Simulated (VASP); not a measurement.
# Ge (Fd-3m) in VASP: single point with r2SCAN

Aim: the single point of Ge with r2SCAN.

Everything below comes from runs of VASP 6.6.1. Logs are shortened: lines on timing, memory, paths and dates and some standing lists are left out, and cuts for length are marked.

## (1) The cell of the first run

The structure is cubic, space group Fd-3m (No. 227). Conventional cell: a = 5.673 Å, b = 5.673 Å, c = 5.673 Å, α = 90.00°, β = 90.00°, γ = 90.00°. Within 3.2 Å of Ge (site symmetry -43m) lie 4 Ge at 2.46 Å.

## (2) Single point, r2SCAN

Contents of POSCAR:

```
Ge
1.0
    5.6734000000      0.0000000000      0.0000000000
    0.0000000000      5.6734000000      0.0000000000
    0.0000000000      0.0000000000      5.6734000000
Ge
8
Direct
    0.0000000000      0.0000000000      0.0000000000
    0.0000000000      0.5000000000      0.5000000000
    0.5000000000      0.0000000000      0.5000000000
    0.5000000000      0.5000000000      0.0000000000
    0.2500000000      0.2500000000      0.2500000000
    0.2500000000      0.7500000000      0.7500000000
    0.7500000000      0.2500000000      0.7500000000
    0.7500000000      0.7500000000      0.2500000000
```

Contents of INCAR.step1:

```
SYSTEM = Ge
PREC     = Accurate       ! precision mode
ENCUT    = 520            ! plane-wave cutoff, eV
ISMEAR   = 0              ! smearing method
SIGMA    = 0.05           ! smearing width, eV
LREAL    = .FALSE.        ! projectors in reciprocal space
LASPH    = .TRUE.         ! aspherical terms in the spheres
NELM     = 80             ! most SCF steps
NBANDS   = 66             ! bands
GGA      = PE             ! functional
ALGO     = Normal         ! electronic algorithm
EDIFF    = 1E-4           ! SCF threshold, eV
LWAVE    = .TRUE.         ! write WAVECAR
LCHARG   = .FALSE.        ! write CHGCAR
```

Contents of INCAR.step2:

```
SYSTEM = Ge
PREC     = Accurate       ! precision mode
ENCUT    = 520            ! plane-wave cutoff, eV
EDIFF    = 1E-6           ! SCF threshold, eV
ISMEAR   = 0              ! smearing method
SIGMA    = 0.05           ! smearing width, eV
LREAL    = .FALSE.        ! projectors in reciprocal space
LASPH    = .TRUE.         ! aspherical terms in the spheres
NELM     = 80             ! most SCF steps
ALGO     = Normal         ! electronic algorithm
ISIF     = 2              ! what is computed and relaxed
LWAVE    = .FALSE.        ! write WAVECAR
LCHARG   = .FALSE.        ! write CHGCAR
METAGGA  = R2SCAN         ! meta-GGA
LMIXTAU  = .TRUE.       
NBANDS   = 66             ! bands
ISTART   = 1
```

Contents of KPOINTS:

```
regular mesh
0
G
  4 4 4
  0 0 0
```

Potentials or basis: VASP PAW PBE potentials, release 64 (Ge_d).

Command:

```
cat potpaw_PBE.64/Ge_d/POTCAR > POTCAR
cp INCAR.step1 INCAR
mpirun -np 1 vasp_std > vasp.out
cp INCAR.step2 INCAR
mpirun -np 1 vasp_std > vasp.out
```

OUTCAR:

```text
SYSTEM = Ge
   PREC = Accurate
   ENCUT = 520
   EDIFF = 1E-6
   ISMEAR = 0
   LREAL = .FALSE.
   LASPH = .TRUE.
   NELM = 80
   ISIF = 2
   METAGGA = R2SCAN
   ISTART = 1

 ion  position               nearest neighbor table
   1  0.000  0.000  0.000-   5 2.46   6 2.46   7 2.46   8 2.46
   2  0.000  0.500  0.500-   5 2.46   6 2.46   7 2.46   8 2.46
   3  0.500  0.000  0.500-   5 2.46   6 2.46   7 2.46   8 2.46
   4  0.500  0.500  0.000-   5 2.46   6 2.46   7 2.46   8 2.46
   5  0.250  0.250  0.250-   1 2.46   2 2.46   3 2.46   4 2.46
   6  0.250  0.750  0.750-   1 2.46   2 2.46   3 2.46   4 2.46
   7  0.750  0.250  0.750-   1 2.46   2 2.46   3 2.46   4 2.46
   8  0.750  0.750  0.250-   1 2.46   2 2.46   3 2.46   4 2.46

  LATTYP: Found a simple cubic cell.
 ALAT       =     5.6734000000

  Lattice vectors:

 A1 = (   5.6734000000,   0.0000000000,   0.0000000000)
 A2 = (   0.0000000000,   5.6734000000,   0.0000000000)
 A3 = (   0.0000000000,   0.0000000000,   5.6734000000)

Analysis of symmetry for initial positions (statically):
=====================================================================
 Subroutine PRICEL returns following result:

  LATTYP: Found a face centered cubic cell.
 ALAT       =     5.6734000000

  Lattice vectors:

 A1 = (   2.8367000000,  -2.8367000000,   0.0000000000)
 A2 = (   2.8367000000,   0.0000000000,   2.8367000000)
 A3 = (   0.0000000000,  -2.8367000000,   2.8367000000)

   4 primitive cells build up your supercell.

 Routine SETGRP: Setting up the symmetry group for a
 simple cubic supercell.

 Subroutine GETGRP returns: Found 48 space group operations
 (whereof 24 operations were pure point group operations)
 out of a pool of 48 trial point group operations.

The static configuration has the point symmetry T_d .
 The point group associated with its full space group is O_h .

Analysis of symmetry for dynamics (positions and initial velocities):
=====================================================================
 Subroutine PRICEL returns following result:

  LATTYP: Found a face centered cubic cell.
 ALAT       =     5.6734000000

  Lattice vectors:

 A1 = (   2.8367000000,  -2.8367000000,   0.0000000000)
 A2 = (   2.8367000000,   0.0000000000,   2.8367000000)
 A3 = (   0.0000000000,  -2.8367000000,   2.8367000000)

   4 primitive cells build up your supercell.

 Routine SETGRP: Setting up the symmetry group for a
 simple cubic supercell.

 Subroutine GETGRP returns: Found 48 space group operations
 (whereof 24 operations were pure point group operations)
 out of a pool of 48 trial point group operations.

The dynamic configuration has the point symmetry T_d .
 The point group associated with its full space group is O_h .

 Subroutine INISYM returns: Found 48 space group operations
 (whereof 24 operations are pure point group operations),
 and found     4 'primitive' translations

----------------------------------------------------------------------------------------

                                     Primitive cell

  volume of cell :      45.6531

  direct lattice vectors                    reciprocal lattice vectors
     2.836700000 -2.836700000  0.000000000     0.176261149 -0.176261149 -0.176261149
     2.836700000  0.000000000  2.836700000     0.176261149  0.176261149  0.176261149
     0.000000000 -2.836700000  2.836700000    -0.176261149 -0.176261149  0.176261149

  length of vectors
     4.011699612  4.011699612  4.011699612     0.305293265  0.305293265  0.305293265

  position of ions in fractional coordinates (direct lattice)
     0.000000000  0.000000000  0.000000000
     0.750000000  0.750000000  0.750000000

  ion indices of the primitive-cell ions
   primitive index   ion index
                 1           1
                 2           5

----------------------------------------------------------------------------------------

 KPOINTS: regular mesh

Automatic generation of k-mesh.
 Grid dimensions read from file:
 generate k-points for:    4    4    4

 Generating k-lattice:

  Cartesian coordinates                     Fractional coordinates (reciprocal lattice)
     0.044065287  0.000000000  0.000000000     0.250000000  0.000000000  0.000000000
     0.000000000  0.044065287  0.000000000     0.000000000  0.250000000  0.000000000
     0.000000000  0.000000000  0.044065287     0.000000000  0.000000000  0.250000000

  Length of vectors
     0.044065287  0.044065287  0.044065287

  Shift w.r.t. Gamma in fractional coordinates (k-lattice)
     0.000000000  0.000000000  0.000000000

 Subroutine IBZKPT returns following result:
 ===========================================

 Found     10 irreducible k-points:

 Following reciprocal coordinates:
            Coordinates               Weight
  0.000000  0.000000  0.000000      1.000000
  0.250000  0.000000  0.000000      6.000000
  0.500000  0.000000  0.000000      3.000000
  0.250000  0.250000  0.000000     12.000000
  0.500000  0.250000  0.000000     12.000000
  0.500000  0.500000  0.000000      3.000000
  0.250000  0.250000  0.250000      8.000000
  0.500000  0.250000  0.250000     12.000000
  0.500000  0.500000  0.250000      6.000000
  0.500000  0.500000  0.500000      1.000000
   k-points           NKPTS =     10   k-points in BZ     NKDIM =     10   number of bands    NBANDS=     66
   number of dos      NEDOS =    301   number of ions     NIONS =      8
   total plane-waves  NPLWV =  74088
   dimension x,y,z NGX =    42 NGY =   42 NGZ =   42
   dimension x,y,z NGXF=    84 NGYF=   84 NGZF=   84
   ions per type =               8
   NGX,Y,Z   is equivalent  to a cutoff of  12.31, 12.31, 12.31 a.u.
   NGXF,Y,Z  is equivalent  to a cutoff of  24.61, 24.61, 24.61 a.u.
 SYSTEM =  Ge
   PREC   = accura    normal or accurate (medium, high low for compatibility)
   ISTART =      1    job   : 0-new  1-cont  2-samecut
   ICHARG =      0    charge: 1-file 2-atom 10-const
   ISPIN  =      1    spin polarized calculation?
   LNONCOLLINEAR =      F non collinear calculations
   LSORBIT =      F    spin-orbit coupling
   LASPH  =      T    aspherical Exc in radial PAW
   ENCUT  =  520.0 eV  38.22 Ry    6.18 a.u.  10.55 10.55 10.55*2*pi/ulx,y,z
   NELM   =     80;   NELMIN=  2; NELMDL=  0     # of ELM steps
   EDIFF  = 0.1E-05   stopping-criterion for ELM
   LREAL  =      F    real-space projection
   EDIFFG = 0.1E-04   stopping-criterion for IOM
   NSW    =      0    number of steps for IOM
   IBRION =     -1    ionic relax: 0-MD 1-quasi-New 2-CG
   NFREE  =      0    steps in history (QN), initial steepest desc. (CG)
   ISIF   =      2    stress and relaxation
   ISYM   =      2    0-nonsym 1-usesym 2-fastsym
   POTIM  = 0.5000    time-step for ionic-motion
   TEBEG  =    0.0;   TEEND  =   0.0 temperature during run
   PSTRESS=    0.0 pullay stress
   NELECT =     112.0000    total number of electrons
   NUPDOWN=      -1.0000    fix difference up-down
   EMIN   =  10.00;   EMAX   =-10.00  energy-range for DOS
   EFERMI =   0.00;   METHOD = LEGACY
   ISMEAR =     0;   SIGMA  =   0.05  broadening in eV -4-tet -1-fermi 0-gaus
   EFERMI_NEDOS =   21; number of points for ismear=-14 and -15
   IALGO  =     38    algorithm
   IMIX   =      4    mixing-type and parameters
     AMIX     =   0.40;   BMIX     =  1.00
     AMIX_MAG =   1.60;   BMIX_MAG =  1.00
  volume/ion in A,a.u.               =      22.83       154.04
  Fermi-wavevector in a.u.,A,eV,Ry     =   1.390926  2.628469 26.322862  1.934676
  Thomas-Fermi vector in A             =   2.514814
   LORBIT       =      0    0 simple, 1 ext, 2 COOP (PROOUT), +10 PAW based schemes
   METAGGA = R2SCAN    functional components
   LHFCALC =     F    Hartree Fock is set to
   AEXX    =    0.0000 exact exchange contribution
   IVDW    =     0    specifies the selected vdW correction
   LEPSILON=     F    determine dielectric tensor
   LRPA    =     F    only Hartree local field effects (RPA)
 non-spin polarized calculation
 Gauss-broadening in eV      SIGMA  =   0.05
  energy-cutoff  :      520.00
  volume of cell :      182.61
 maximum number of plane-waves:      4950
   NGX = 21   NGY = 21   NGZ = 21

 number of electron     111.9999701 magnetization

 Free energy of the ion-electron system (eV)
  ---------------------------------------------------
  ext. energy  EPLUGINS =         0.00000000
  ---------------------------------------------------
  free energy    TOTEN  =      -110.93630098 eV

  energy without entropy =     -110.93630094  energy(sigma->0) =     -110.93630096

 E-fermi :   4.8888     XC(G=0): -10.7751

 val. band max:        4.7220721907   @ k =   0.0000   0.0000   0.0000
 cond. band min:       5.0475211177   @ k =   0.0000   0.0000   0.0000
 fundamental gap:      0.3254489269
 Fermi energy:         4.8888383961

 k-point     1 :       0.0000    0.0000    0.0000
  band No.  band energies     occupation
      1     -20.7958      2.00000
      2     -20.7958      2.00000
      3     -20.7958      2.00000
      4     -20.7958      2.00000
      5     -20.7958      2.00000
      6     -20.7958      2.00000
[... 58 lines left out ...]
     65       7.4322      0.00000
     66       7.4322      0.00000

 k-point     2 :       0.2500    0.0000    0.0000
  band No.  band energies     occupation
      1     -20.8037      2.00000
      2     -20.8037      2.00000
      3     -20.8037      2.00000
      4     -20.8037      2.00000
      5     -20.7914      2.00000
      6     -20.7914      2.00000
[... 58 lines left out ...]
     65       8.6793      0.00000
     66       8.6793      0.00000

 k-point     3 :       0.5000    0.0000    0.0000
  band No.  band energies     occupation
      1     -20.8100      2.00000
      2     -20.8100      2.00000
      3     -20.8100      2.00000
      4     -20.8100      2.00000
      5     -20.7799      2.00000
      6     -20.7799      2.00000
[... 472 lines left out ...]
     65       9.1567      0.00000
     66       9.1567      0.00000

 k-point    10 :       0.5000    0.5000    0.5000
  band No.  band energies     occupation
      1     -20.7863      2.00000
      2     -20.7863      2.00000
      3     -20.7863      2.00000
      4     -20.7863      2.00000
      5     -20.7863      2.00000
      6     -20.7863      2.00000
[... 58 lines left out ...]
     65       8.7154      0.00000
     66       8.7154      0.00000

------------------------ aborting loop because EDIFF is reached ----------------------------------------

  FORCE on cell =-STRESS in cart. coord.  units (eV):
  Direction    XX          YY          ZZ          XY          YZ          ZX
  --------------------------------------------------------------------------------------
  -------------------------------------------------------------------------------------
  Total        0.0414956      0.0414956      0.0414956     -0.0000000     -0.0000000      0.0000000
  in kB        0.3640675      0.3640675      0.3640675     -0.0000000     -0.0000000      0.0000000
  external PRESSURE =       0.3640675 kB  Pullay stress =       0.0000000 kB

 VOLUME and BASIS-vectors are now :
 -----------------------------------------------------------------------------
  energy-cutoff  :      520.00
  volume of cell :      182.61
      direct lattice vectors                 reciprocal lattice vectors
     5.673400000  0.000000000  0.000000000     0.176261149  0.000000000  0.000000000
     0.000000000  5.673400000  0.000000000     0.000000000  0.176261149  0.000000000
     0.000000000  0.000000000  5.673400000     0.000000000  0.000000000  0.176261149

 POSITION                                       TOTAL-FORCE (eV/Angst)
 -----------------------------------------------------------------------------------
      0.00000      0.00000      0.00000         0.000000     -0.000000     -0.000000
      0.00000      2.83670      2.83670         0.000000     -0.000000      0.000000
      2.83670      0.00000      2.83670         0.000000      0.000000      0.000000
      2.83670      2.83670      0.00000         0.000000      0.000000     -0.000000
      1.41835      1.41835      1.41835        -0.000000     -0.000000     -0.000000
      1.41835      4.25505      4.25505        -0.000000     -0.000000      0.000000
      4.25505      1.41835      4.25505        -0.000000      0.000000      0.000000
      4.25505      4.25505      1.41835        -0.000000      0.000000     -0.000000
 -----------------------------------------------------------------------------------
    total drift:                                0.000000      0.000000     -0.000000

  FREE ENERGIE OF THE ION-ELECTRON SYSTEM (eV)
  ---------------------------------------------------
  free  energy   TOTEN  =      -110.9363009790 eV

  energy  without entropy=     -110.9363009409  energy(sigma->0) =     -110.93630096
```

It took 5.1 min on 1 thread of Intel Xeon Platinum 8488C (Sapphire Rapids), shared host; peak memory 0.31 GiB.

Results:

* Free energy: -110.9363 eV
* Pressure: 0.0 GPa
* Band gap on the k mesh: 0.33 eV

Caveat: the PAW data sets were made with another functional, which shifts forces and pressure a little.
